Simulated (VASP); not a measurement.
# Y2S (I4_1/amd) in VASP: single point with PBE

Aim: the single point of Y2S with PBE.

Everything below comes from runs of VASP 6.6.1. Logs are shortened: lines on timing, memory, paths and dates and some standing lists are left out, and cuts for length are marked.

## (1) The cell of the first run

Symmetry: I4_1/amd, No. 141, tetragonal system. Conventional cell: a = 5.405 Å, b = 5.405 Å, c = 10.961 Å, α = 90.00°, β = 90.00°, γ = 90.00°. Y (site symmetry 2mm) has 3 S at 2.70 Å within 3.6 Å. Within 3.6 Å of S (site symmetry -4m2) lie 6 Y at 2.70 Å.

## (2) Single point, PBE

Input file INCAR:

```
ALGO     = Normal         # electronic algorithm
EDIFF    = 1E-7           # SCF threshold, eV
ENCUT    = 520            # plane-wave cutoff, eV
GGA      = PE             # functional
ISIF     = 2              # what is computed and relaxed
ISMEAR   = 0              # smearing method
LASPH    = T              # aspherical terms in the spheres
LCHARG   = F              # write CHGCAR
LREAL    = F              # projectors in reciprocal space
LWAVE    = F              # write WAVECAR
NBANDS   = 37             # bands
NELM     = 60             # most SCF steps
PREC     = Accurate       # precision mode
SIGMA    = 0.1            # smearing width, eV
```

Input file KPOINTS:

```
k-points
0
Gamma
  10 10 10
```

Input file POSCAR:

```
Y2S
1.0
   -2.7024955993      2.7024955993      5.4802579241
    2.7024955993     -2.7024955993      5.4802579241
    2.7024955993      2.7024955993     -5.4802579241
Y S
4 2
Direct
    0.2466944229      0.2466944229      0.0000000000
    0.9966944229      0.4966944229      0.5000000000
    0.5033055771      0.0033055771      0.5000000000
    0.7533055771      0.7533055771      0.0000000000
    0.0000000000      0.0000000000      0.0000000000
    0.7500000000      0.2500000000      0.5000000000
```

Potentials or basis: VASP PAW PBE potentials, release 64 (Y_sv, S).

The run is started by

```bash
cat potpaw_PBE.64/Y_sv/POTCAR potpaw_PBE.64/S/POTCAR > POTCAR
mpirun -np 1 vasp_std > vasp.out
```

OUTCAR:

```text
EDIFF = 1E-7
   ENCUT = 520
   GGA = PE
   ISIF = 2
   ISMEAR = 0
   LASPH = T
   LREAL = F
   NELM = 60
   PREC = Accurate

 ion  position               nearest neighbor table
   1  0.247  0.247  0.000-   6 2.70   6 2.70   5 2.70   3 3.80   3 3.80   4 3.82   4 3.82   4 3.82
                             4 3.82   2 3.85   2 3.85   2 3.85   2 3.85   3 3.90   3 3.90
   2  0.997  0.497  0.500-   5 2.70   5 2.70   6 2.70   4 3.80   4 3.80   3 3.82   3 3.82   3 3.82
                             3 3.82   1 3.85   1 3.85   1 3.85   1 3.85   4 3.90   4 3.90
   3  0.503  0.003  0.500-   5 2.70   5 2.70   6 2.70   1 3.80   1 3.80   2 3.82   2 3.82   2 3.82
                             2 3.82   4 3.85   4 3.85   4 3.85   4 3.85   1 3.90   1 3.90
   4  0.753  0.753  0.000-   6 2.70   6 2.70   5 2.70   2 3.80   2 3.80   1 3.82   1 3.82   1 3.82
                             1 3.82   3 3.85   3 3.85   3 3.85   3 3.85   2 3.90   2 3.90
   5  0.000  0.000  0.000-   3 2.70   2 2.70   3 2.70   2 2.70   1 2.70   4 2.70
   6  0.750  0.250  0.500-   4 2.70   1 2.70   4 2.70   1 2.70   2 2.70   3 2.70

  LATTYP: Found a body centered tetragonal cell.
 ALAT       =     5.4049911986
 C/A-ratio  =     2.0278508226

  Lattice vectors:

 A1 = (  -2.7024955993,   2.7024955993,   5.4802579241)
 A2 = (   2.7024955993,  -2.7024955993,   5.4802579241)
 A3 = (   2.7024955993,   2.7024955993,  -5.4802579241)

Analysis of symmetry for initial positions (statically):
=====================================================================
 Subroutine PRICEL returns:
 Original cell was already a primitive cell.

 Routine SETGRP: Setting up the symmetry group for a
 body centered tetragonal supercell.

 Subroutine GETGRP returns: Found 16 space group operations
 (whereof  8 operations were pure point group operations)
 out of a pool of 16 trial point group operations.

The static configuration has the point symmetry D_2d.
 The point group associated with its full space group is D_4h.

Analysis of symmetry for dynamics (positions and initial velocities):
=====================================================================
 Subroutine PRICEL returns:
 Original cell was already a primitive cell.

 Routine SETGRP: Setting up the symmetry group for a
 body centered tetragonal supercell.

 Subroutine GETGRP returns: Found 16 space group operations
 (whereof  8 operations were pure point group operations)
 out of a pool of 16 trial point group operations.

The dynamic configuration has the point symmetry D_2d.
 The point group associated with its full space group is D_4h.

 Subroutine INISYM returns: Found 16 space group operations
 (whereof  8 operations are pure point group operations),
 and found     1 'primitive' translations

----------------------------------------------------------------------------------------

                                     Primitive cell

  volume of cell :     160.0999

  direct lattice vectors                    reciprocal lattice vectors
    -2.702495599  2.702495599  5.480257924     0.000000000  0.185014177  0.091236582
     2.702495599 -2.702495599  5.480257924     0.185014177  0.000000000  0.091236582
     2.702495599  2.702495599 -5.480257924     0.185014177  0.185014177  0.000000000

  length of vectors
     6.681331592  6.681331592  6.681331592     0.206287081  0.206287081  0.261649559

  position of ions in fractional coordinates (direct lattice)
     0.246694423  0.246694423  0.000000000
     0.996694423  0.496694423  0.500000000
     0.503305577  0.003305577  0.500000000
     0.753305577  0.753305577  0.000000000
     0.000000000  0.000000000  0.000000000
     0.750000000  0.250000000  0.500000000

  ion indices of the primitive-cell ions
   primitive index   ion index
                 1           1
                 2           2
                 3           3
                 4           4
                 5           5
                 6           6

----------------------------------------------------------------------------------------

 KPOINTS: k-points

Automatic generation of k-mesh.
 Grid dimensions read from file:
 generate k-points for:   10   10   10

 Generating k-lattice:

  Cartesian coordinates                     Fractional coordinates (reciprocal lattice)
     0.000000000  0.018501418  0.009123658     0.100000000  0.000000000  0.000000000
     0.018501418  0.000000000  0.009123658     0.000000000  0.100000000  0.000000000
     0.018501418  0.018501418  0.000000000     0.000000000  0.000000000  0.100000000

  Length of vectors
     0.020628708  0.020628708  0.026164956

  Shift w.r.t. Gamma in fractional coordinates (k-lattice)
     0.000000000  0.000000000  0.000000000

 Subroutine IBZKPT returns following result:
 ===========================================

 Found    102 irreducible k-points:

 Following reciprocal coordinates:
            Coordinates               Weight
  0.000000  0.000000  0.000000      1.000000
  0.100000  0.000000 -0.000000      8.000000
  0.200000  0.000000 -0.000000      8.000000
  0.300000  0.000000 -0.000000      8.000000
  0.400000  0.000000 -0.000000      8.000000
  0.500000  0.000000 -0.000000      4.000000
[... 16 lines left out ...]
  0.300000  0.300000 -0.000000      8.000000
  0.400000  0.300000  0.000000     16.000000
 [... further k-points ...]
   k-points           NKPTS =    102   k-points in BZ     NKDIM =    102   number of bands    NBANDS=     37
   number of dos      NEDOS =    301   number of ions     NIONS =      6
   total plane-waves  NPLWV = 125000
   dimension x,y,z NGX =    50 NGY =   50 NGZ =   50
   dimension x,y,z NGXF=   100 NGYF=  100 NGZF=  100
   ions per type =               4   2
   NGX,Y,Z   is equivalent  to a cutoff of  12.44, 12.44, 12.44 a.u.
   NGXF,Y,Z  is equivalent  to a cutoff of  24.88, 24.88, 24.88 a.u.
 SYSTEM =  unknown system
   PREC   = accura    normal or accurate (medium, high low for compatibility)
   ISTART =      0    job   : 0-new  1-cont  2-samecut
   ICHARG =      2    charge: 1-file 2-atom 10-const
   ISPIN  =      1    spin polarized calculation?
   LNONCOLLINEAR =      F non collinear calculations
   LSORBIT =      F    spin-orbit coupling
   LASPH  =      T    aspherical Exc in radial PAW
   ENCUT  =  520.0 eV  38.22 Ry    6.18 a.u.  12.42 12.42 12.42*2*pi/ulx,y,z
   NELM   =     60;   NELMIN=  2; NELMDL= -5     # of ELM steps
   EDIFF  = 0.1E-06   stopping-criterion for ELM
   LREAL  =      F    real-space projection
   EDIFFG = 0.1E-05   stopping-criterion for IOM
   NSW    =      0    number of steps for IOM
   IBRION =     -1    ionic relax: 0-MD 1-quasi-New 2-CG
   NFREE  =      0    steps in history (QN), initial steepest desc. (CG)
   ISIF   =      2    stress and relaxation
   ISYM   =      2    0-nonsym 1-usesym 2-fastsym
   POTIM  = 0.5000    time-step for ionic-motion
   TEBEG  =    0.0;   TEEND  =   0.0 temperature during run
   PSTRESS=    0.0 pullay stress
   NELECT =      56.0000    total number of electrons
   NUPDOWN=      -1.0000    fix difference up-down
   EMIN   =  10.00;   EMAX   =-10.00  energy-range for DOS
   EFERMI =   0.00;   METHOD = LEGACY
   ISMEAR =     0;   SIGMA  =   0.10  broadening in eV -4-tet -1-fermi 0-gaus
   EFERMI_NEDOS =   21; number of points for ismear=-14 and -15
   IALGO  =     38    algorithm
   IMIX   =      4    mixing-type and parameters
     AMIX     =   0.40;   BMIX     =  1.00
     AMIX_MAG =   1.60;   BMIX_MAG =  1.00
  volume/ion in A,a.u.               =      26.68       180.07
  Fermi-wavevector in a.u.,A,eV,Ry     =   1.153472  2.179747 18.102530  1.330498
  Thomas-Fermi vector in A             =   2.290116
   LORBIT       =      0    0 simple, 1 ext, 2 COOP (PROOUT), +10 PAW based schemes
   GGA     = PE    functional components
   LHFCALC =     F    Hartree Fock is set to
   AEXX    =    0.0000 exact exchange contribution
   IVDW    =     0    specifies the selected vdW correction
   LEPSILON=     F    determine dielectric tensor
   LRPA    =     F    only Hartree local field effects (RPA)
 non-spin polarized calculation
 Gauss-broadening in eV      SIGMA  =   0.10
  energy-cutoff  :      520.00
  volume of cell :      160.10
 maximum number of plane-waves:      4338
 NGX is ok and might be reduce to    50
   NGX = 25   NGY = 25   NGZ = 25

 number of electron      56.0000000 magnetization

 Free energy of the ion-electron system (eV)
  ---------------------------------------------------
  ext. energy  EPLUGINS =         0.00000000
  ---------------------------------------------------
  free energy    TOTEN  =       -41.68361404 eV

  energy without entropy =      -41.64676038  energy(sigma->0) =      -41.66518721

 E-fermi :   4.2379     XC(G=0):  -9.6876

 val. band max:        4.2375652769   @ k =   0.4000   0.2000   0.1000
 cond. band min:       4.2406685273   @ k =   0.4000   0.0000  -0.0000
 fundamental gap:      0.0031032503
 Fermi energy:         4.2378752622

 k-point     1 :       0.0000    0.0000    0.0000
  band No.  band energies     occupation
      1     -38.6227      2.00000
      2     -38.5838      2.00000
      3     -38.5825      2.00000
      4     -38.5820      2.00000
      5     -18.7993      2.00000
      6     -18.7682      2.00000
[... 29 lines left out ...]
     36       6.0795      0.00000
     37       6.1859      0.00000

 k-point     2 :       0.1000    0.0000   -0.0000
  band No.  band energies     occupation
      1     -38.6215      2.00000
      2     -38.5842      2.00000
      3     -38.5829      2.00000
      4     -38.5825      2.00000
      5     -18.7948      2.00000
      6     -18.7807      2.00000
[... 29 lines left out ...]
     36       6.1676      0.00000
     37       6.4802      0.00000

 k-point     3 :       0.2000    0.0000   -0.0000
  band No.  band energies     occupation
      1     -38.6180      2.00000
      2     -38.5853      2.00000
      3     -38.5844      2.00000
      4     -38.5832      2.00000
      5     -18.8109      2.00000
      6     -18.7792      2.00000
[... 29 lines left out ...]
     36       6.2896      0.00000
     37       6.9747      0.00000

 k-point     4 :       0.3000    0.0000   -0.0000
  band No.  band energies     occupation
      1     -38.6127      2.00000
      2     -38.5884      2.00000
      3     -38.5859      2.00000
      4     -38.5838      2.00000
      5     -18.8302      2.00000
      6     -18.7937      2.00000
[... 29 lines left out ...]
     36       6.7106      0.00000
     37       7.2480      0.00000
[... 683 lines left out ...]
      1     -38.6153      2.00000
      2     -38.5860      2.00000
      3     -38.5856      2.00000
      4     -38.5838      2.00000
      5     -18.8641      2.00000
      6     -18.8297      2.00000
[... 29 lines left out ...]
     36       6.8017      0.00000
     37       7.4503      0.00000

 k-point    23 :       0.3000    0.3000   -0.0000
  band No.  band energies     occupation
      1     -38.6031      2.00000
      2     -38.5907      2.00000
      3     -38.5888      2.00000
      4     -38.5879      2.00000
      5     -18.9269      2.00000
      6     -18.8971      2.00000
[... 29 lines left out ...]
     36       7.0310      0.00000
     37       7.6475      0.00000

 k-point    24 :       0.4000    0.3000    0.0000
  band No.  band energies     occupation
      1     -38.5986      2.00000
      2     -38.5932      2.00000
      3     -38.5906      2.00000
      4     -38.5879      2.00000
      5     -18.9464      2.00000
      6     -18.9250      2.00000
[... 29 lines left out ...]
     36       7.4218      0.00000
     37       7.5580      0.00000

 [... further k-points ...]

------------------------ aborting loop because EDIFF is reached ----------------------------------------

  FORCE on cell =-STRESS in cart. coord.  units (eV):
  Direction    XX          YY          ZZ          XY          YZ          ZX
  --------------------------------------------------------------------------------------
  -------------------------------------------------------------------------------------
  Total       -0.0671903     -0.0671903     -0.0585889      0.0000000      0.0000000     -0.0000000
  in kB       -0.6723981     -0.6723981     -0.5863207      0.0000000      0.0000000     -0.0000000
  external PRESSURE =      -0.6437056 kB  Pullay stress =       0.0000000 kB

 VOLUME and BASIS-vectors are now :
 -----------------------------------------------------------------------------
  energy-cutoff  :      520.00
  volume of cell :      160.10
      direct lattice vectors                 reciprocal lattice vectors
    -2.702495599  2.702495599  5.480257924     0.000000000  0.185014177  0.091236582
     2.702495599 -2.702495599  5.480257924     0.185014177  0.000000000  0.091236582
     2.702495599  2.702495599 -5.480257924     0.185014177  0.185014177  0.000000000

 POSITION                                       TOTAL-FORCE (eV/Angst)
 -----------------------------------------------------------------------------------
      0.00000      0.00000      2.70390        -0.000000      0.000000      0.008266
     -0.00000      2.70250      5.44403         0.000000     -0.000000      0.008266
      0.00000      2.70250      0.03623         0.000000     -0.000000     -0.008266
      0.00000      0.00000      8.25662        -0.000000      0.000000     -0.008266
      0.00000      0.00000      0.00000        -0.000000     -0.000000     -0.000000
      0.00000      2.70250      2.74013        -0.000000     -0.000000     -0.000000
 -----------------------------------------------------------------------------------
    total drift:                               -0.000000     -0.000000      0.000000

  FREE ENERGIE OF THE ION-ELECTRON SYSTEM (eV)
  ---------------------------------------------------
  free  energy   TOTEN  =       -41.6836140443 eV

  energy  without entropy=      -41.6467603832  energy(sigma->0) =      -41.66518721
```

Run time: 9.6 min. Hardware: 1 thread of AMD EPYC 9R45 (Zen 5), shared host; peak memory 0.67 GiB.

What came out:

```
Free energy            : -41.6836 eV
Pressure               : -0.1 GPa
Largest force          : 0.008 eV/Å
Band gap on the k mesh : zero (bands 28 and 29 overlap by 1.32 eV)
```

Forces on the atoms (eV/Å):
```
Y    0.000  0.000  0.008
Y    0.000  0.000  0.008
Y    0.000  0.000 -0.008
Y    0.000  0.000 -0.008
S    0.000  0.000  0.000
S    0.000  0.000  0.000
```
